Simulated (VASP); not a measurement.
# AlN (P6_3/mmc) in VASP: relaxation of shape and atoms at fixed volume with PBE

Aim: the relaxation of shape and atoms at fixed volume of AlN with PBE.

Program: VASP 6.6.1. These are calculated values, not measurements. Logs are shortened: lines on timing, memory, paths and dates and some standing lists are left out, and cuts for length are marked.

## Step 1: The cell of the first run

Symmetry: P6_3/mmc, No. 194, hexagonal system. Conventional cell: a = 3.223 Å, b = 3.223 Å, c = 4.029 Å, α = 90.00°, β = 90.00°, γ = 120.00°. Al (site symmetry -6m2) has 5 N at 1.86 to 2.01 Å within 2.5 Å. Within 2.5 Å of N (site symmetry -6m2) lie 5 Al at 1.86 to 2.01 Å.

## Step 2: Relaxation of shape and atoms at fixed volume, PBE (9.06 Å³/atom)

Contents of INCAR:

```
SYSTEM = AlN
ALGO = Normal
EDIFF = 1E-6
EDIFFG = -0.01
ENCUT = 600
GGA = PE
IBRION = 2
ISIF = 4
ISMEAR = 0
LASPH = .True.
LCHARG = .False.
LREAL = .False.
LWAVE = .False.
NELM = 60
NSW = 50
PREC = Accurate
SIGMA = 0.02
```

Contents of KPOINTS:

```
k-points
0
Gamma
  9 9 6
  0 0 0
```

Contents of POSCAR:

```
AlN
1.0
    3.2228793821      0.0000000000      0.0000000000
   -1.6114396910      2.7910954182      0.0000000000
    0.0000000000      0.0000000000      4.0292663419
Al N
2 2
Direct
    0.3333333333      0.6666666667      0.7500000000
    0.6666666667      0.3333333333      0.2500000000
    0.3333333333      0.6666666667      0.2500000000
    0.6666666667      0.3333333333      0.7500000000
```

Potentials or basis: VASP PAW PBE potentials, release 64 (Al, N).

Run with:

```
cat potpaw_PBE.64/Al/POTCAR potpaw_PBE.64/N/POTCAR > POTCAR
mpirun -np 1 vasp_std > vasp.out
```

OUTCAR:

```text
SYSTEM = AlN
   EDIFF = 1E-6
   EDIFFG = -0.01
   ENCUT = 600
   GGA = PE
   IBRION = 2
   ISIF = 4
   ISMEAR = 0
   LASPH = .True.
   LREAL = .False.
   NELM = 60
   NSW = 50
   PREC = Accurate

 ion  position               nearest neighbor table
   1  0.333  0.667  0.750-   4 1.86   4 1.86   4 1.86   3 2.01   3 2.01   2 2.74   2 2.74   2 2.74
                             2 2.74   2 2.74   2 2.74
   2  0.667  0.333  0.250-   3 1.86   3 1.86   3 1.86   4 2.01   4 2.01   1 2.74   1 2.74   1 2.74
                             1 2.74   1 2.74   1 2.74
   3  0.333  0.667  0.250-   2 1.86   2 1.86   2 1.86   1 2.01   1 2.01
   4  0.667  0.333  0.750-   1 1.86   1 1.86   1 1.86   2 2.01   2 2.01

  LATTYP: Found a hexagonal cell.
 ALAT       =     3.2228793821
 C/A-ratio  =     1.2502069932

  Lattice vectors:

 A1 = (   3.2228793821,   0.0000000000,   0.0000000000)
 A2 = (  -1.6114396910,   2.7910954182,   0.0000000000)
 A3 = (   0.0000000000,   0.0000000000,   4.0292663419)

Analysis of symmetry for initial positions (statically):
=====================================================================
 Subroutine PRICEL returns:
 Original cell was already a primitive cell.

 Routine SETGRP: Setting up the symmetry group for a
 hexagonal supercell.

 Subroutine GETGRP returns: Found 24 space group operations
 (whereof 12 operations were pure point group operations)
 out of a pool of 24 trial point group operations.

The static configuration has the point symmetry D_3d.
 The point group associated with its full space group is D_6h.

Analysis of symmetry for dynamics (positions and initial velocities):
=====================================================================
 Subroutine PRICEL returns:
 Original cell was already a primitive cell.

 Routine SETGRP: Setting up the symmetry group for a
 hexagonal supercell.

 Subroutine GETGRP returns: Found 24 space group operations
 (whereof 12 operations were pure point group operations)
 out of a pool of 24 trial point group operations.

The dynamic configuration has the point symmetry D_3d.
 The point group associated with its full space group is D_6h.

 Subroutine INISYM returns: Found 24 space group operations
 (whereof 12 operations are pure point group operations),
 and found     1 'primitive' translations

----------------------------------------------------------------------------------------

                                     Primitive cell

  volume of cell :      36.2447

  direct lattice vectors                    reciprocal lattice vectors
     3.222879382  0.000000000  0.000000000     0.310281547  0.179141135  0.000000000
    -1.611439691  2.791095418  0.000000000     0.000000000  0.358282269  0.000000000
     0.000000000  0.000000000  4.029266342     0.000000000  0.000000000  0.248184140

  length of vectors
     3.222879382  3.222879382  4.029266342     0.358282269  0.358282269  0.248184140

  position of ions in fractional coordinates (direct lattice)
     0.333333333  0.666666667  0.750000000
     0.666666667  0.333333333  0.250000000
     0.333333333  0.666666667  0.250000000
     0.666666667  0.333333333  0.750000000

  ion indices of the primitive-cell ions
   primitive index   ion index
                 1           1
                 2           2
                 3           3
                 4           4

----------------------------------------------------------------------------------------

 KPOINTS: k-points

Automatic generation of k-mesh.
 Grid dimensions read from file:
[... 75 lines left out ...]
   PSTRESS=    0.0 pullay stress
   NELECT =      16.0000    total number of electrons
   NUPDOWN=      -1.0000    fix difference up-down
   EMIN   =  10.00;   EMAX   =-10.00  energy-range for DOS
   EFERMI =   0.00;   METHOD = LEGACY
   ISMEAR =     0;   SIGMA  =   0.02  broadening in eV -4-tet -1-fermi 0-gaus
   EFERMI_NEDOS =   21; number of points for ismear=-14 and -15
   IALGO  =     38    algorithm
   IMIX   =      4    mixing-type and parameters
     AMIX     =   0.40;   BMIX     =  1.00
     AMIX_MAG =   1.60;   BMIX_MAG =  1.00
  volume/ion in A,a.u.               =       9.06        61.15
  Fermi-wavevector in a.u.,A,eV,Ry     =   1.246522  2.355585 21.140962  1.553817
  Thomas-Fermi vector in A             =   2.380696
   LORBIT       =      0    0 simple, 1 ext, 2 COOP (PROOUT), +10 PAW based schemes
   GGA     = PE    functional components
   LHFCALC =     F    Hartree Fock is set to
   AEXX    =    0.0000 exact exchange contribution
   IVDW    =     0    specifies the selected vdW correction
   LEPSILON=     F    determine dielectric tensor
   LRPA    =     F    only Hartree local field effects (RPA)
 conjugate gradient relaxation of ions
 non-spin polarized calculation
 Gauss-broadening in eV      SIGMA  =   0.02
  energy-cutoff  :      600.00
  volume of cell :       36.24
 maximum number of plane-waves:      1240
 NGX is ok and might be reduce to    28
   NGX = 13   NGY = 13   NGZ = 17

--------------------------------------- Ionic step        1  -------------------------------------------

 number of electron      16.0000001 magnetization

 Free energy of the ion-electron system (eV)
  ---------------------------------------------------
  ext. energy  EPLUGINS =         0.00000000
  ---------------------------------------------------
  free energy    TOTEN  =       -29.08676229 eV

  energy without entropy =      -29.08676229  energy(sigma->0) =      -29.08676229

------------------------ aborting loop because EDIFF is reached ----------------------------------------

  FORCE on cell =-STRESS in cart. coord.  units (eV):
  Direction    XX          YY          ZZ          XY          YZ          ZX
  --------------------------------------------------------------------------------------
  -------------------------------------------------------------------------------------
  Total        5.2328023      5.2328023      5.0011098      0.0000000      0.0000000     -0.0000000
  in kB      231.3130825    231.3130825    221.0712479      0.0000000      0.0000000     -0.0000000
  external PRESSURE =     227.8991377 kB  Pullay stress =       0.0000000 kB

 VOLUME and BASIS-vectors are now :
 -----------------------------------------------------------------------------
  energy-cutoff  :      600.00
  volume of cell :       36.24
      direct lattice vectors                 reciprocal lattice vectors
     3.222879382  0.000000000  0.000000000     0.310281547  0.179141135  0.000000000
    -1.611439691  2.791095418  0.000000000     0.000000000  0.358282269  0.000000000
     0.000000000  0.000000000  4.029266342     0.000000000  0.000000000  0.248184140

 POSITION                                       TOTAL-FORCE (eV/Angst)
 -----------------------------------------------------------------------------------
     -0.00000      1.86073      3.02195        -0.000000      0.000000      0.000000
      1.61144      0.93037      1.00732         0.000000     -0.000000      0.000000
     -0.00000      1.86073      1.00732        -0.000000      0.000000      0.000000
      1.61144      0.93037      3.02195         0.000000     -0.000000      0.000000
 -----------------------------------------------------------------------------------
    total drift:                               -0.000000     -0.000000     -0.000000

  FREE ENERGIE OF THE ION-ELECTRON SYSTEM (eV)
  ---------------------------------------------------
  free  energy   TOTEN  =       -29.0867622926 eV

  energy  without entropy=      -29.0867622926  energy(sigma->0) =      -29.08676229

--------------------------------------- Ionic step        2  -------------------------------------------

 number of electron      16.0000001 magnetization

 Free energy of the ion-electron system (eV)
  ---------------------------------------------------
  ext. energy  EPLUGINS =         0.00000000
  ---------------------------------------------------
  free energy    TOTEN  =       -29.08700252 eV

  energy without entropy =      -29.08700252  energy(sigma->0) =      -29.08700252

 E-fermi :   9.1006     XC(G=0): -11.5777

 val. band max:        8.9843918435   @ k =   0.0000   0.0000   0.0000
 cond. band min:      12.9738836996   @ k =   0.0000   0.0000   0.0000
 fundamental gap:      3.9894918561
 Fermi energy:         9.1005606955

 k-point     1 :       0.0000    0.0000    0.0000
  band No.  band energies     occupation
      1      -8.5098      2.00000
      2      -4.3352      2.00000
      3       1.6173      2.00000
      4       5.4425      2.00000
      5       5.4425      2.00000
      6       7.2675      2.00000
      7       7.2675      2.00000
      8       8.9844      2.00000
      9      12.9739      0.00000
     10      14.1634      0.00000
     11      17.7167      0.00000
     12      17.7167      0.00000
[... 331 lines left out ...]
 k-point    24 :       0.3333    0.3333    0.1667
  band No.  band energies     occupation
      1      -5.6188      2.00000
      2      -5.6188      2.00000
      3       1.9338      2.00000
      4       3.1633      2.00000
      5       3.1633      2.00000
      6       5.8515      2.00000
      7       6.2803      2.00000
      8       6.2803      2.00000
      9      14.8666      0.00000
     10      15.4325      0.00000
     11      18.8162      0.00000
     12      18.8162      0.00000

 [... further k-points ...]
[... 5 lines left out ...]
  --------------------------------------------------------------------------------------
  -------------------------------------------------------------------------------------
  Total        5.1437262      5.1437262      5.1160865      0.0000000      0.0000000      0.0000000
  in kB      227.3755226    227.3755226    226.1537248      0.0000000      0.0000000      0.0000000
  external PRESSURE =     226.9682566 kB  Pullay stress =       0.0000000 kB

 VOLUME and BASIS-vectors are now :
 -----------------------------------------------------------------------------
  energy-cutoff  :      600.00
  volume of cell :       36.24
      direct lattice vectors                 reciprocal lattice vectors
     3.225884149  0.000000000 -0.000000000     0.309992533  0.178974273  0.000000000
    -1.612942075  2.793697623  0.000000000    -0.000000000  0.357948545  0.000000000
     0.000000000  0.000000000  4.021763674     0.000000000 -0.000000000  0.248647131

 POSITION                                       TOTAL-FORCE (eV/Angst)
 -----------------------------------------------------------------------------------
     -0.00000      1.86247      3.01632        -0.000000      0.000000      0.000000
      1.61294      0.93123      1.00544         0.000000      0.000000      0.000000
     -0.00000      1.86247      1.00544        -0.000000     -0.000000      0.000000
      1.61294      0.93123      3.01632         0.000000      0.000000     -0.000000
 -----------------------------------------------------------------------------------
    total drift:                               -0.000000     -0.000000     -0.000000

  FREE ENERGIE OF THE ION-ELECTRON SYSTEM (eV)
  ---------------------------------------------------
  free  energy   TOTEN  =       -29.0870025240 eV

  energy  without entropy=      -29.0870025240  energy(sigma->0) =      -29.08700252

 reached required accuracy - stopping structural energy minimisation
```

It took 35 s on 1 thread of Intel Xeon 8259CL, shared host; peak memory 0.17 GiB.

What came out:

| Property | Result |
| --- | --- |
| Free energy | -29.0870 eV |
| Energy gained by relaxing | 0.1 meV/atom |
| Ionic steps | 2 |
| Pressure after relaxing | 22.7 GPa |
| Band gap on the k mesh | 3.99 eV |

The path:
| step | energy change (eV) | largest force (eV/Å) | pressure (GPa) | volume (Å³) |
| --- | --- | --- | --- | --- |
| 1 | 0.0000 | 0.0000 | 22.79 | 36.24 |
| 2 | -0.0002 | 0.0000 | 22.70 | 36.24 |

Final structure:
```
Al N
1.0
     3.22588    0.00000    0.00000
    -1.61294    2.79370    0.00000
     0.00000    0.00000    4.02176
Al N
2 2
Direct
  0.33333 0.66667 0.75000
  0.66667 0.33333 0.25000
  0.33333 0.66667 0.25000
  0.66667 0.33333 0.75000
```

Levels at points of the mesh, in eV from the valence-band top:
```
           k point  band 5  band 6  band 7  band 8  band 9  band 10  band 11  band 12
(0.00, 0.00, 0.00)   -3.54   -1.72   -1.72    0.00    3.99     5.18     8.73     8.73
(0.00, 0.00, 0.50)   -2.67   -2.67   -2.67   -2.67    6.28     6.28     8.83     8.83
```

Caveat: an odd mesh through Γ misses points on the zone boundary, where band edges can lie.
